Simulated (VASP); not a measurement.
# TlH5 (P6/mmm) in VASP: notebook

The runs below take TlH5 through single point, with PBE.

All numbers are computed with VASP 6.6.1; they aren't measurements. Logs are shortened: lines on timing, memory, paths and dates and some standing lists are left out, and cuts for length are marked.

**1. The cell of the first run**

It takes space group P6/mmm (No. 191, hexagonal). The conventional cell has a = 3.611 Å, b = 3.611 Å, c = 4.599 Å, α = 90.00°, β = 90.00°, γ = 120.00°. Within 2.8 Å of Tl (site symmetry 6/mmm) lie 6 H at 2.08 Å. Within 2.8 Å of H (site symmetry -6m2) lie 9 H at 2.08 to 2.52 Å and 3 Tl at 2.08 Å. H (site symmetry mmm) has 4 H at 1.81 Å within 2.4 Å.

**2. Single point, PBE**

The input, INCAR:

```
PREC = Accurate ; ENCUT = 520
EDIFF = 1E-7 ; ISMEAR = 0
SIGMA = 0.1 ; LREAL = False
LASPH = True ; NELM = 60
ALGO = Normal ; ISIF = 2
LWAVE = False ; LCHARG = False
GGA = PE ; NBANDS = 18
```

The input, KPOINTS:

```
regular mesh
0
Gamma
  12 12 8
```

The input, POSCAR:

```
TlH5
1.0
    3.6108788755      0.0000000000      0.0000000000
   -1.8054394378      3.1271128362      0.0000000000
    0.0000000000      0.0000000000      4.5991028932
Tl H
1 5
Direct
    0.0000000000      0.0000000000      0.0000000000
    0.3333333333      0.6666666667      0.0000000000
    0.6666666667      0.3333333333      0.0000000000
    0.5000000000      0.0000000000      0.5000000000
    0.5000000000      0.5000000000      0.5000000000
    0.0000000000      0.5000000000      0.5000000000
```

Potentials or basis: VASP PAW PBE potentials, release 64 (Tl_d, H).

Command:

```console
cat potpaw_PBE.64/Tl_d/POTCAR potpaw_PBE.64/H/POTCAR > POTCAR
mpirun -np 1 vasp_std > vasp.out
```

OUTCAR:

```text
PREC = Accurate
   ENCUT = 520
   EDIFF = 1E-7
   ISMEAR = 0
   LREAL = False
   LASPH = True
   NELM = 60
   ISIF = 2
   GGA = PE

 ion  position               nearest neighbor table
   1  0.000  0.000  0.000-   2 2.08   3 2.08   3 2.08   2 2.08   3 2.08   2 2.08
   2  0.333  0.667  0.000-   1 2.08   1 2.08   1 2.08
   3  0.667  0.333  0.000-   1 2.08   1 2.08   1 2.08
   4  0.500  0.000  0.500-
   5  0.500  0.500  0.500-
   6  0.000  0.500  0.500-

  LATTYP: Found a hexagonal cell.
 ALAT       =     3.6108788755
 C/A-ratio  =     1.2736796364

  Lattice vectors:

 A1 = (   3.6108788755,   0.0000000000,   0.0000000000)
 A2 = (  -1.8054394378,   3.1271128362,   0.0000000000)
 A3 = (   0.0000000000,   0.0000000000,   4.5991028932)

Analysis of symmetry for initial positions (statically):
=====================================================================
 Subroutine PRICEL returns:
 Original cell was already a primitive cell.

 Routine SETGRP: Setting up the symmetry group for a
 hexagonal supercell.

 Subroutine GETGRP returns: Found 24 space group operations
 (whereof 24 operations were pure point group operations)
 out of a pool of 24 trial point group operations.

The static configuration has the point symmetry D_6h.

Analysis of symmetry for dynamics (positions and initial velocities):
=====================================================================
 Subroutine PRICEL returns:
 Original cell was already a primitive cell.

 Routine SETGRP: Setting up the symmetry group for a
 hexagonal supercell.

 Subroutine GETGRP returns: Found 24 space group operations
 (whereof 24 operations were pure point group operations)
 out of a pool of 24 trial point group operations.

The dynamic configuration has the point symmetry D_6h.

 Subroutine INISYM returns: Found 24 space group operations
 (whereof 24 operations are pure point group operations),
 and found     1 'primitive' translations

----------------------------------------------------------------------------------------

                                     Primitive cell

  volume of cell :      51.9313

  direct lattice vectors                    reciprocal lattice vectors
     3.610878876  0.000000000  0.000000000     0.276940887  0.159891896  0.000000000
    -1.805439438  3.127112836  0.000000000     0.000000000  0.319783792  0.000000000
     0.000000000  0.000000000  4.599102893     0.000000000  0.000000000  0.217433709

  length of vectors
     3.610878876  3.610878876  4.599102893     0.319783792  0.319783792  0.217433709

  position of ions in fractional coordinates (direct lattice)
     0.000000000  0.000000000  0.000000000
     0.333333333  0.666666667  0.000000000
     0.666666667  0.333333333  0.000000000
     0.500000000  0.000000000  0.500000000
     0.500000000  0.500000000  0.500000000
     0.000000000  0.500000000  0.500000000

  ion indices of the primitive-cell ions
   primitive index   ion index
                 1           1
                 2           2
                 3           3
                 4           4
                 5           5
                 6           6

----------------------------------------------------------------------------------------

 KPOINTS: regular mesh

Automatic generation of k-mesh.
 Grid dimensions read from file:
 generate k-points for:   12   12    8

 Generating k-lattice:

  Cartesian coordinates                     Fractional coordinates (reciprocal lattice)
     0.023078407  0.013324325  0.000000000     0.083333333  0.000000000  0.000000000
     0.000000000  0.026648649  0.000000000     0.000000000  0.083333333  0.000000000
     0.000000000  0.000000000  0.027179214     0.000000000  0.000000000  0.125000000

  Length of vectors
     0.026648649  0.026648649  0.027179214

  Shift w.r.t. Gamma in fractional coordinates (k-lattice)
     0.000000000  0.000000000  0.000000000

 Subroutine IBZKPT returns following result:
 ===========================================

 Found     95 irreducible k-points:

 Following reciprocal coordinates:
            Coordinates               Weight
  0.000000  0.000000  0.000000      1.000000
  0.083333  0.000000  0.000000      6.000000
  0.166667  0.000000  0.000000      6.000000
  0.250000 -0.000000  0.000000      6.000000
  0.333333  0.000000  0.000000      6.000000
  0.416667  0.000000  0.000000      6.000000
[... 16 lines left out ...]
  0.250000 -0.000000  0.125000     12.000000
  0.333333  0.000000  0.125000     12.000000
 [... further k-points ...]
   k-points           NKPTS =     95   k-points in BZ     NKDIM =     95   number of bands    NBANDS=     18
   number of dos      NEDOS =    301   number of ions     NIONS =      6
   total plane-waves  NPLWV =  28224
   dimension x,y,z NGX =    28 NGY =   28 NGZ =   36
   dimension x,y,z NGXF=    56 NGYF=   56 NGZF=   72
   ions per type =               1   5
   NGX,Y,Z   is equivalent  to a cutoff of  12.89, 12.89, 13.01 a.u.
   NGXF,Y,Z  is equivalent  to a cutoff of  25.78, 25.78, 26.03 a.u.
 SYSTEM =  unknown system
   PREC   = accura    normal or accurate (medium, high low for compatibility)
   ISTART =      0    job   : 0-new  1-cont  2-samecut
   ICHARG =      2    charge: 1-file 2-atom 10-const
   ISPIN  =      1    spin polarized calculation?
   LNONCOLLINEAR =      F non collinear calculations
   LSORBIT =      F    spin-orbit coupling
   LASPH  =      T    aspherical Exc in radial PAW
   ENCUT  =  520.0 eV  38.22 Ry    6.18 a.u.   6.71  6.71  8.55*2*pi/ulx,y,z
   NELM   =     60;   NELMIN=  2; NELMDL= -5     # of ELM steps
   EDIFF  = 0.1E-06   stopping-criterion for ELM
   LREAL  =      F    real-space projection
   EDIFFG = 0.1E-05   stopping-criterion for IOM
   NSW    =      0    number of steps for IOM
   IBRION =     -1    ionic relax: 0-MD 1-quasi-New 2-CG
   NFREE  =      0    steps in history (QN), initial steepest desc. (CG)
   ISIF   =      2    stress and relaxation
   ISYM   =      2    0-nonsym 1-usesym 2-fastsym
   POTIM  = 0.5000    time-step for ionic-motion
   TEBEG  =    0.0;   TEEND  =   0.0 temperature during run
   PSTRESS=    0.0 pullay stress
   NELECT =      18.0000    total number of electrons
   NUPDOWN=      -1.0000    fix difference up-down
   EMIN   =  10.00;   EMAX   =-10.00  energy-range for DOS
   EFERMI =   0.00;   METHOD = LEGACY
   ISMEAR =     0;   SIGMA  =   0.10  broadening in eV -4-tet -1-fermi 0-gaus
   EFERMI_NEDOS =   21; number of points for ismear=-14 and -15
   IALGO  =     38    algorithm
   IMIX   =      4    mixing-type and parameters
     AMIX     =   0.40;   BMIX     =  1.00
     AMIX_MAG =   1.60;   BMIX_MAG =  1.00
  volume/ion in A,a.u.               =       8.66        58.41
  Fermi-wavevector in a.u.,A,eV,Ry     =   1.149977  2.173141 17.992983  1.322447
  Thomas-Fermi vector in A             =   2.286644
   LORBIT       =      0    0 simple, 1 ext, 2 COOP (PROOUT), +10 PAW based schemes
   GGA     = PE    functional components
   LHFCALC =     F    Hartree Fock is set to
   AEXX    =    0.0000 exact exchange contribution
   IVDW    =     0    specifies the selected vdW correction
   LEPSILON=     F    determine dielectric tensor
   LRPA    =     F    only Hartree local field effects (RPA)
 non-spin polarized calculation
 Gauss-broadening in eV      SIGMA  =   0.10
  energy-cutoff  :      520.00
  volume of cell :       51.93
 maximum number of plane-waves:      1416
 NGX is ok and might be reduce to    28
   NGX = 13   NGY = 13   NGZ = 17

 number of electron      18.0000002 magnetization

 Free energy of the ion-electron system (eV)
  ---------------------------------------------------
  ext. energy  EPLUGINS =         0.00000000
  ---------------------------------------------------
  free energy    TOTEN  =       -12.40599106 eV

  energy without entropy =      -12.39949136  energy(sigma->0) =      -12.40274121

 E-fermi :   3.3376     XC(G=0):  -9.7090

 val. band max:        3.3304039767   @ k =   0.4167   0.0833   0.0000
 cond. band min:       3.3388583507   @ k =   0.4167   0.0833   0.2500
 fundamental gap:      0.0084543739
 Fermi energy:         3.3376292738

 k-point     1 :       0.0000    0.0000    0.0000
  band No.  band energies     occupation
      1      -9.1239      2.00000
      2      -8.2628      2.00000
      3      -8.2628      2.00000
      4      -7.9464      2.00000
      5      -7.9464      2.00000
      6      -7.2328      2.00000
[... 10 lines left out ...]
     17      16.2819      0.00000
     18      17.7645      0.00000

 k-point     2 :       0.0833    0.0000    0.0000
  band No.  band energies     occupation
      1      -9.0482      2.00000
      2      -8.2911      2.00000
      3      -8.2375      2.00000
      4      -7.9614      2.00000
      5      -7.9495      2.00000
      6      -7.1709      2.00000
[... 10 lines left out ...]
     17      16.0332      0.00000
     18      17.1089      0.00000

 k-point     3 :       0.1667    0.0000    0.0000
  band No.  band energies     occupation
      1      -8.8609      2.00000
      2      -8.3528      2.00000
      3      -8.1674      2.00000
      4      -8.0015      2.00000
      5      -7.9578      2.00000
      6      -6.9630      2.00000
[... 10 lines left out ...]
     17      16.0708      0.00000
     18      16.6092      0.00000

 k-point     4 :       0.2500   -0.0000    0.0000
  band No.  band energies     occupation
      1      -8.7227      2.00000
      2      -8.3394      2.00000
      3      -8.0692      2.00000
      4      -8.0551      2.00000
      5      -7.9691      2.00000
      6      -6.5439      2.00000
[... 375 lines left out ...]
      4      -8.0072      2.00000
      5      -7.9595      2.00000
      6      -6.8686      2.00000
[... 10 lines left out ...]
     17      15.9248      0.00000
     18      16.7149      0.00000

 k-point    23 :       0.2500   -0.0000    0.1250
  band No.  band energies     occupation
      1      -8.7207      2.00000
      2      -8.3370      2.00000
      3      -8.0688      2.00000
      4      -8.0634      2.00000
      5      -7.9710      2.00000
      6      -6.4507      2.00000
[... 10 lines left out ...]
     17      16.6724      0.00000
     18      16.7694      0.00000

 k-point    24 :       0.3333    0.0000    0.1250
  band No.  band energies     occupation
      1      -8.7586      2.00000
      2      -8.1841      2.00000
      3      -8.1171      2.00000
      4      -7.9827      2.00000
      5      -7.9676      2.00000
      6      -5.7509      2.00000
[... 10 lines left out ...]
     17      16.3385      0.00000
     18      17.7175      0.00000

 [... further k-points ...]

------------------------ aborting loop because EDIFF is reached ----------------------------------------

  FORCE on cell =-STRESS in cart. coord.  units (eV):
  Direction    XX          YY          ZZ          XY          YZ          ZX
  --------------------------------------------------------------------------------------
  -------------------------------------------------------------------------------------
  Total       -0.0561777     -0.0561777     -0.0560942      0.0000000      0.0000000     -0.0000000
  in kB       -1.7331854     -1.7331854     -1.7306097      0.0000000      0.0000000     -0.0000000
  external PRESSURE =      -1.7323268 kB  Pullay stress =       0.0000000 kB

 VOLUME and BASIS-vectors are now :
 -----------------------------------------------------------------------------
  energy-cutoff  :      520.00
  volume of cell :       51.93
      direct lattice vectors                 reciprocal lattice vectors
     3.610878876  0.000000000  0.000000000     0.276940887  0.159891896  0.000000000
    -1.805439438  3.127112836  0.000000000     0.000000000  0.319783792  0.000000000
     0.000000000  0.000000000  4.599102893     0.000000000  0.000000000  0.217433709

 POSITION                                       TOTAL-FORCE (eV/Angst)
 -----------------------------------------------------------------------------------
      0.00000      0.00000      0.00000         0.000000      0.000000      0.000000
     -0.00000      2.08474      0.00000        -0.000000      0.000000     -0.000000
      1.80544      1.04237      0.00000        -0.000000      0.000000      0.000000
      1.80544      0.00000      2.29955         0.000000      0.000000      0.000000
      0.90272      1.56356      2.29955         0.000000      0.000000      0.000000
     -0.90272      1.56356      2.29955         0.000000      0.000000      0.000000
 -----------------------------------------------------------------------------------
    total drift:                               -0.000000      0.000000     -0.000000

  FREE ENERGIE OF THE ION-ELECTRON SYSTEM (eV)
  ---------------------------------------------------
  free  energy   TOTEN  =       -12.4059910609 eV

  energy  without entropy=      -12.3994913637  energy(sigma->0) =      -12.40274121
```

Wall time 28 s (1 thread of Intel Xeon 6975P-C (Granite Rapids), shared host); peak memory 0.22 GiB.

What came out:

```
Free energy            : -12.4060 eV
Pressure               : -0.2 GPa
Band gap on the k mesh : zero (band 9 reaches 6.35 eV, above the bottom of band 10 at 0.02 eV)
```

Caveat: spin-orbit coupling is left out, which moves the levels of the heavy elements.

**3. Single point, PBE**

The input, INCAR:

```
SYSTEM = TlH5
PREC = Accurate
ENCUT = 520
EDIFF = 1E-6
ISMEAR = 0
SIGMA = 0.1
LREAL = .FALSE.
LASPH = .TRUE.
NELM = 80
ALGO = Normal
ISIF = 2
LWAVE = .FALSE.
LCHARG = .FALSE.
GGA = PE
NBANDS = 18
```

The input, KPOINTS:

```
Automatic mesh
0
G
  12 12 8
  0 0 0
```

Changes to POSCAR since step 2:

```diff
@@ -2,5 +2,5 @@
 1.0
-    3.6108788755      0.0000000000      0.0000000000
-   -1.8054394378      3.1271128362      0.0000000000
-    0.0000000000      0.0000000000      4.5991028932
+    3.6114494462      0.0000000000      0.0000000000
+   -1.8057247231      3.1276069649      0.0000000000
+    0.0000000000      0.0000000000      4.6001324315
 Tl H
```

Potentials or basis: VASP PAW PBE potentials, release 64 (Tl_d, H).

Command:

```console
cat potpaw_PBE.64/Tl_d/POTCAR potpaw_PBE.64/H/POTCAR > POTCAR
mpirun -np 1 vasp_std > vasp.out
```

Run time: 26 s. Hardware: 1 thread of Intel Xeon 6975P-C (Granite Rapids), shared host; peak memory 0.22 GiB.

It converged, with:

```
Free energy            : -12.4060 eV
Pressure               : -0.2 GPa
Band gap on the k mesh : zero (band 9 reaches 6.34 eV, above the bottom of band 10 at 0.02 eV)
```

Levels at points of the mesh, in eV from the Fermi level:
```tsv
k point	band 7	band 8	band 9	band 10	band 11	band 12
(0.00, 0.00, 0.00)	-5.05	0.19	0.23	3.02	3.02	5.85
(0.50, 0.00, 0.00)	-6.44	-3.06	-1.00	1.16	1.31	3.55
(0.00, 0.00, 0.50)	-7.62	0.31	3.01	3.01	4.89	5.86
(0.50, 0.00, 0.50)	-5.70	-4.41	-3.32	1.58	2.16	3.95
```

Caveat: spin-orbit coupling is left out, which moves the levels of the heavy elements.
